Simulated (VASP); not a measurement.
# PbS (P1) in VASP: single point with PBE

Aim: the single point of PbS with PBE.

Program: VASP 6.6.1. These are calculated values, not measurements. Logs are shortened: lines on timing, memory, paths and dates and some standing lists are left out, and cuts for length are marked.

**1. The cell of the first run**

The typed cell holds 16 atoms: a = 8.228 Å, b = 8.233 Å, c = 8.607 Å, α = 76.18°, β = 61.45°, γ = 60.02°.

**2. Single point, PBE (dynamics (nvt langevin) at 200 K, volume x 1.0, from the last frame before)**

Contents of INCAR:

```
ALGO = Normal ; EDIFF = 1E-6
ENCUT = 520 ; GGA = PE
ISIF = 2 ; ISMEAR = -1
LASPH = True ; LCHARG = False
LREAL = Auto ; LWAVE = False
NBANDS = 94 ; NELM = 80
PREC = Accurate ; SIGMA = 0.02
```

Contents of KPOINTS:

```
Automatic mesh
0
Gamma
  2 2 2
  0.5 0.5 0.5
```

Contents of POSCAR:

```
PbS
1.0
    8.2277673600      0.0000000000      0.0000000000
    4.1138836800      7.1316585300      0.0000000000
    4.1138836800      0.0000000000      7.5599447400
Pb S
8 8
Direct
    0.7558096101      0.5122815380      0.4785438418
    0.7502428481      0.9987685151      0.4848080411
    0.2594913796      0.5065250930      0.4823391077
    0.2614200256      0.9916383363      0.4952889378
    0.0120754235      0.4951487771      0.9812972522
    0.0070421467      0.0018716544      0.9841987284
    0.5018384226      0.5021367729      0.9925178368
    0.5186397714      0.0125862728      0.9707552439
    1.0097767682      0.8133252561      0.6989301088
    0.9730736591      0.3432553577      0.7164453162
    0.4809219247      0.8258454853      0.7004974483
    0.4893301517      0.3249767204      0.6986748160
    0.0655435039      0.1690289846      0.2092897573
    0.0546447179      0.6772829882      0.2136930964
    0.5707016643      0.1636997895      0.1861709375
    0.5560953961      0.6705678602      0.2139543417
```

Potentials or basis: VASP PAW PBE potentials, release 64 (Pb_d, S).

Launch:

```
cat potpaw_PBE.64/Pb_d/POTCAR potpaw_PBE.64/S/POTCAR > POTCAR
mpirun -np 1 vasp_std > vasp.out
```

OUTCAR:

```text
EDIFF = 1E-6
   ENCUT = 520
   GGA = PE
   ISIF = 2
   ISMEAR = -1
   LASPH = True
   LREAL = Auto
   NELM = 80
   PREC = Accurate

 ion  position               nearest neighbor table
   1  0.756  0.512  0.479-  11 2.80  12 2.96  10 3.00  14 3.10  16 3.10  13 3.18   5 3.76   7 3.89
                             4 3.98   2 4.00   3 4.09   3 4.14
   2  0.750  0.999  0.485-  12 2.83  11 2.89   9 3.07  14 3.08  13 3.24  15 3.25   8 3.68   6 3.79
                             1 4.00   4 4.01   3 4.12   3 4.12
   3  0.259  0.507  0.482-   9 2.73  12 2.91  10 2.96  16 3.09  14 3.16  15 3.32   7 3.70   5 3.77
                             4 4.03   1 4.09   2 4.12   2 4.12   1 4.14
   4  0.261  0.992  0.495-  11 2.77   9 2.80  10 3.01  16 3.13  13 3.24  15 3.30   6 3.70   8 3.97
                             1 3.98   2 4.01   3 4.03
   5  0.012  0.495  0.981-  13 2.90  16 2.99  14 3.00  10 3.05   9 3.12  12 3.21   1 3.76   3 3.77
                             8 4.05   6 4.08   7 4.11   7 4.12
   6  0.007  0.002  0.984-  15 2.84  14 2.89  13 2.95  10 3.17   9 3.19  11 3.19   4 3.70   2 3.79
                             8 4.03   5 4.08   7 4.11   7 4.12
   7  0.502  0.502  0.993-  15 2.82  16 2.91  14 2.92  10 3.16  11 3.19  12 3.27   3 3.70   1 3.89
                             8 4.01   5 4.11   6 4.11   6 4.12   5 4.12
   8  0.519  0.013  0.971-  15 2.75  13 2.99  12 3.03  16 3.06   9 3.27  11 3.28   2 3.68   4 3.97
                             7 4.01   6 4.03   5 4.05
   9  0.010  0.813  0.699-   3 2.73   4 2.80   2 3.07   5 3.12   6 3.19   8 3.27
  10  0.973  0.343  0.716-   3 2.96   1 3.00   4 3.01   5 3.05   7 3.16   6 3.17
  11  0.481  0.826  0.700-   4 2.77   1 2.80   2 2.89   7 3.19   6 3.19   8 3.28
  12  0.489  0.325  0.699-   2 2.83   3 2.91   1 2.96   8 3.03   5 3.21   7 3.27
  13  0.066  0.169  0.209-   5 2.90   6 2.95   8 2.99   1 3.18   2 3.24   4 3.24
  14  0.055  0.677  0.214-   6 2.89   7 2.92   5 3.00   2 3.08   1 3.10   3 3.16
  15  0.571  0.164  0.186-   8 2.75   7 2.82   6 2.84   2 3.25   4 3.30   3 3.32
  16  0.556  0.671  0.214-   7 2.91   5 2.99   8 3.06   3 3.09   1 3.10   4 3.13

  LATTYP: Found a face centered orthorhombic cell.
 ALAT       =     8.2277673600
 B/A-ratio  =     1.7335586236
 C/A-ratio  =     1.8376661394

  Lattice vectors:

 A1 = (   0.0000000000,   7.1316585300,   7.5599447400)
 A2 = (   4.1138836800,   0.0000000000,   7.5599447400)
 A3 = (   4.1138836800,   7.1316585300,   0.0000000000)

Analysis of symmetry for initial positions (statically):
=====================================================================
 Subroutine PRICEL returns:
 Original cell was already a primitive cell.

 Routine SETGRP: Setting up the symmetry group for a
 face centered orthorhombic supercell.

 Subroutine GETGRP returns: Found  1 space group operations
 (whereof  1 operations were pure point group operations)
 out of a pool of  8 trial point group operations.

The static configuration has the point symmetry C_1 .

Analysis of symmetry for dynamics (positions and initial velocities):
=====================================================================
 Subroutine PRICEL returns:
 Original cell was already a primitive cell.

 Routine SETGRP: Setting up the symmetry group for a
 face centered orthorhombic supercell.

 Subroutine GETGRP returns: Found  1 space group operations
 (whereof  1 operations were pure point group operations)
 out of a pool of  8 trial point group operations.

The dynamic configuration has the point symmetry C_1 .

 Subroutine INISYM returns: Found  1 space group operations
 (whereof  1 operations are pure point group operations),
 and found     1 'primitive' translations

----------------------------------------------------------------------------------------

                                     Primitive cell

  volume of cell :     443.5996

  direct lattice vectors                    reciprocal lattice vectors
     8.227767360  0.000000000  0.000000000     0.121539654 -0.070109919 -0.066138050
     4.113883680  7.131658530  0.000000000     0.000000000  0.140219837  0.000000000
     4.113883680  0.000000000  7.559944740     0.000000000  0.000000000  0.132276099

  length of vectors
     8.227767360  8.233139882  8.606788217     0.155117793  0.140219837  0.132276099

  position of ions in fractional coordinates (direct lattice)
     0.755809610  0.512281538  0.478543842
     0.750242848  0.998768515  0.484808041
     0.259491380  0.506525093  0.482339108
     0.261420026  0.991638336  0.495288938
     0.012075424  0.495148777  0.981297252
     0.007042147  0.001871654  0.984198728
[... 8 lines left out ...]
     0.570701664  0.163699790  0.186170938
     0.556095396  0.670567860  0.213954342

  ion indices of the primitive-cell ions
   primitive index   ion index
                 1           1
                 2           2
                 3           3
                 4           4
                 5           5
                 6           6
[... 8 lines left out ...]
                15          15
                16          16

----------------------------------------------------------------------------------------

 KPOINTS: Automatic mesh

Automatic generation of k-mesh.
 Grid dimensions read from file:
 generate k-points for:    2    2    2

 Generating k-lattice:

  Cartesian coordinates                     Fractional coordinates (reciprocal lattice)
     0.060769827 -0.035054959 -0.033069025     0.500000000  0.000000000  0.000000000
     0.000000000  0.070109919  0.000000000     0.000000000  0.500000000  0.000000000
     0.000000000  0.000000000  0.066138050     0.000000000  0.000000000  0.500000000

  Length of vectors
     0.077558897  0.070109919  0.066138050

  Shift w.r.t. Gamma in fractional coordinates (k-lattice)
     0.500000000  0.500000000  0.500000000

 Subroutine IBZKPT returns following result:
 ===========================================

 Found     16 irreducible k-points:

 Following reciprocal coordinates:
            Coordinates               Weight
  0.250000  0.250000  0.250000      2.000000
  0.250000  0.000000  0.000000      2.000000
 -0.250000 -0.000000 -0.250000      2.000000
 -0.250000 -0.250000 -0.000000      2.000000
 -0.250000  0.250000  0.250000      2.000000
 -0.250000  0.500000  0.500000      2.000000
[... 8 lines left out ...]
  0.250000  0.000000 -0.250000      2.000000
  0.250000  0.250000  0.500000      2.000000
   k-points           NKPTS =     16   k-points in BZ     NKDIM =     16   number of bands    NBANDS=     94
   number of dos      NEDOS =    301   number of ions     NIONS =     16
   total plane-waves  NPLWV = 262144
   dimension x,y,z NGX =    64 NGY =   64 NGZ =   64
   dimension x,y,z NGXF=   128 NGYF=  128 NGZF=  128
   ions per type =               8   8
   NGX,Y,Z   is equivalent  to a cutoff of  12.93, 12.92, 12.36 a.u.
   NGXF,Y,Z  is equivalent  to a cutoff of  25.86, 25.85, 24.72 a.u.
 SYSTEM =  unknown system
   PREC   = accura    normal or accurate (medium, high low for compatibility)
   ISTART =      0    job   : 0-new  1-cont  2-samecut
   ICHARG =      2    charge: 1-file 2-atom 10-const
   ISPIN  =      1    spin polarized calculation?
   LNONCOLLINEAR =      F non collinear calculations
   LSORBIT =      F    spin-orbit coupling
   LASPH  =      T    aspherical Exc in radial PAW
   ENCUT  =  520.0 eV  38.22 Ry    6.18 a.u.  15.30 15.31 16.00*2*pi/ulx,y,z
   NELM   =     80;   NELMIN=  2; NELMDL= -5     # of ELM steps
   EDIFF  = 0.1E-05   stopping-criterion for ELM
   LREAL  =      T    real-space projection
   EDIFFG = 0.1E-04   stopping-criterion for IOM
   NSW    =      0    number of steps for IOM
   IBRION =     -1    ionic relax: 0-MD 1-quasi-New 2-CG
   NFREE  =      0    steps in history (QN), initial steepest desc. (CG)
   ISIF   =      2    stress and relaxation
   ISYM   =      2    0-nonsym 1-usesym 2-fastsym
   POTIM  = 0.5000    time-step for ionic-motion
   TEBEG  =    0.0;   TEEND  =   0.0 temperature during run
   PSTRESS=    0.0 pullay stress
   NELECT =     160.0000    total number of electrons
   NUPDOWN=      -1.0000    fix difference up-down
   EMIN   =  10.00;   EMAX   =-10.00  energy-range for DOS
   EFERMI =   0.00;   METHOD = LEGACY
   ISMEAR =    -1;   SIGMA  =   0.02  broadening in eV -4-tet -1-fermi 0-gaus
   EFERMI_NEDOS =   21; number of points for ismear=-14 and -15
   IALGO  =     38    algorithm
   IMIX   =      4    mixing-type and parameters
     AMIX     =   0.40;   BMIX     =  1.00
     AMIX_MAG =   1.60;   BMIX_MAG =  1.00
  volume/ion in A,a.u.               =      27.72       187.10
  Fermi-wavevector in a.u.,A,eV,Ry     =   1.165336  2.202165 18.476815  1.358008
  Thomas-Fermi vector in A             =   2.301863
   LORBIT       =      0    0 simple, 1 ext, 2 COOP (PROOUT), +10 PAW based schemes
   GGA     = PE    functional components
   LHFCALC =     F    Hartree Fock is set to
   AEXX    =    0.0000 exact exchange contribution
   IVDW    =     0    specifies the selected vdW correction
   LEPSILON=     F    determine dielectric tensor
   LRPA    =     F    only Hartree local field effects (RPA)
 non-spin polarized calculation
  energy-cutoff  :      520.00
  volume of cell :      443.60
 maximum number of plane-waves:     11954
 NGX is ok and might be reduce to    64
   NGX = 31   NGY = 31   NGZ = 31

 number of electron     160.0000000 magnetization

 Free energy of the ion-electron system (eV)
  ---------------------------------------------------
  ext. energy  EPLUGINS =         0.00000000
  ---------------------------------------------------
  free energy    TOTEN  =       -68.98846687 eV

  energy without entropy =      -68.98846687  energy(sigma->0) =      -68.98846687

 E-fermi :   5.3860     XC(G=0):  -9.3708

 val. band max:        4.8694478475   @ k =   0.2500  -0.2500   0.5000
 cond. band min:       5.9516589179   @ k =  -0.2500  -0.2500   0.2500
 fundamental gap:      1.0822110704
 Fermi energy:         5.3860482733

 k-point     1 :       0.2500    0.2500    0.2500
  band No.  band energies     occupation
      1     -11.8764      2.00000
      2     -11.8616      2.00000
      3     -11.8561      2.00000
      4     -11.8367      2.00000
      5     -11.8306      2.00000
      6     -11.8122      2.00000
[... 84 lines left out ...]
     91       8.2865      0.00000
     92       8.3704      0.00000

 k-point     2 :       0.2500    0.0000    0.0000
  band No.  band energies     occupation
      1     -11.8737      2.00000
      2     -11.8633      2.00000
      3     -11.8577      2.00000
      4     -11.8356      2.00000
      5     -11.8305      2.00000
      6     -11.8127      2.00000
[... 1319 lines left out ...]
     91       8.2545      0.00000
     92       8.4221      0.00000

 k-point    16 :       0.2500    0.2500    0.5000
  band No.  band energies     occupation
      1     -11.8836      2.00000
      2     -11.8591      2.00000
      3     -11.8544      2.00000
      4     -11.8365      2.00000
      5     -11.8277      2.00000
      6     -11.8136      2.00000
[... 84 lines left out ...]
     91       8.2364      0.00000
     92       8.4572      0.00000
 [bands above 92 left out]

------------------------ aborting loop because EDIFF is reached ----------------------------------------

  FORCE on cell =-STRESS in cart. coord.  units (eV):
  Direction    XX          YY          ZZ          XY          YZ          ZX
  --------------------------------------------------------------------------------------
  -------------------------------------------------------------------------------------
  Total        0.7787947      2.8848691     -0.7141591      0.3718043      0.6820047      0.2033343
  in kB        2.8128230     10.4194675     -2.5793743      1.3428696      2.4632404      0.7343955
  external PRESSURE =       3.5509721 kB  Pullay stress =       0.0000000 kB

 VOLUME and BASIS-vectors are now :
 -----------------------------------------------------------------------------
  energy-cutoff  :      520.00
  volume of cell :      443.60
      direct lattice vectors                 reciprocal lattice vectors
     8.227767360  0.000000000  0.000000000     0.121539654 -0.070109919 -0.066138050
     4.113883680  7.131658530  0.000000000     0.000000000  0.140219837  0.000000000
     4.113883680  0.000000000  7.559944740     0.000000000  0.000000000  0.132276099

 POSITION                                       TOTAL-FORCE (eV/Angst)
 -----------------------------------------------------------------------------------
     10.29477      3.65342      3.61776         0.097330     -0.401696     -0.023405
     12.27609      7.12288      3.66512         0.262153     -0.075940     -0.136560
      6.20311      3.61236      3.64646        -0.140589     -0.285484     -0.040284
      8.26795      7.07203      3.74436        -0.198207      0.371886     -0.303544
      6.17328      3.53123      7.41855        -0.090550     -0.062845      0.181923
      4.11452      0.01335      7.44049         0.268729      0.095403      0.167662
[... 8 lines left out ...]
      6.13493      1.16745      1.40744         0.208628      0.021440      0.269307
      8.21425      4.78226      1.61748         0.105592     -0.013772     -0.218173
 -----------------------------------------------------------------------------------
    total drift:                                0.007397     -0.002704     -0.007033

  FREE ENERGIE OF THE ION-ELECTRON SYSTEM (eV)
  ---------------------------------------------------
  free  energy   TOTEN  =       -68.9884668666 eV

  energy  without entropy=      -68.9884668666  energy(sigma->0) =      -68.98846687
```

Run time: 20 min. Hardware: 1 thread of Intel Xeon Platinum 8259CL at 2.50GHz (Skylake/Cascade Lake), shared host; peak memory 0.78 GiB.

What came out:

```yaml
Free_energy: -68.9885 eV
Pressure: 0.4 GPa
Largest_force: 0.587 eV/Å
Band_gap_on_the_k_mesh: 1.08 eV, indirect (least direct gap 1.42 eV)
```

Forces on the atoms (eV/Å):
```
Pb   0.097 -0.402 -0.023
Pb   0.262 -0.076 -0.137
Pb  -0.141 -0.285 -0.040
Pb  -0.198  0.372 -0.304
Pb  -0.091 -0.063  0.182
Pb   0.269  0.095  0.168
Pb   0.125  0.148 -0.139
Pb  -0.415 -0.221  0.352
S   -0.357  0.445  0.067
S   -0.046 -0.092 -0.056
S    0.244  0.132  0.128
S    0.013  0.169  0.215
S   -0.043 -0.095 -0.395
S   -0.034 -0.135 -0.070
S    0.209  0.021  0.269
S    0.106 -0.014 -0.218
```

Levels at points of the mesh, in eV from the valence-band top:
```tsv
k point	band 76	band 77	band 78	band 79	band 80	band 81	band 82	band 83	band 84	band 85
(0.25, 0.25, 0.25)	-1.22	-1.13	-1.09	-0.41	-0.08	1.37	1.60	1.76	2.13	2.47
```

Caveat: spin-orbit coupling is left out, which moves the levels of the heavy elements. A k mesh can miss the band edges.
